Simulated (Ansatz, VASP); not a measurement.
# One calculation of HPt6, two programs

```
Pt H
1.0
     5.61458    0.00000    0.00000
    -2.80729    4.86237    0.00000
     0.00000    0.00000   22.61974
Pt H
12 2
Direct
  0.33333 0.16667 0.17684
  0.33333 0.66667 0.17684
  0.83333 0.16667 0.17684
  0.83333 0.66667 0.17684
  0.16667 0.33333 0.27896
  0.16667 0.83333 0.27896
  0.66667 0.33333 0.27896
  0.66667 0.83333 0.27896
  0.00000 0.00000 0.38107
  0.00000 0.50000 0.38107
  0.50000 0.00000 0.38107
  0.50000 0.50000 0.38107
  0.15493 0.30987 0.40097
  0.34507 0.69013 0.40097
```

Alike in both runs: task single point; functional PBE; k mesh 6 × 6 × 1; occupations gaussian, width 0.1 eV; no spin polarisation.

|  | VASP | Ansatz |
| --- | --- | --- |
| version | VASP 6.6.1 | Ansatz 0.2.0 |
| potentials or method | VASP PAW PBE potentials, release 64 (Pt, H), cutoff 520 eV | scalar-relativistic, plane waves, PAW |
| valence electrons in the cell | 122 | 218 |

|  | VASP | Ansatz | Ansatz less VASP |
| --- | --- | --- | --- |
| gap on the k mesh at the Fermi level (eV) | none | none | - |
| rms of the force components (eV/Å) | 0.944 | 0.924 | -0.0195 |
| work function, face that differs most (eV) | 5.69 | 5.69 | -0.003 |

Atom by atom the forces differ by 0.023 eV/Å (rms over components). A gap of «none» marks a metal or a gap that the smearing closes. With one functional, cell and mesh, what is left measures potentials, basis and numerics. VASP's potentials hold 122 valence electrons a cell and Ansatz's 218, so a difference there can come from the potentials and not from the codes.

Neither program's run includes spin-orbit coupling.
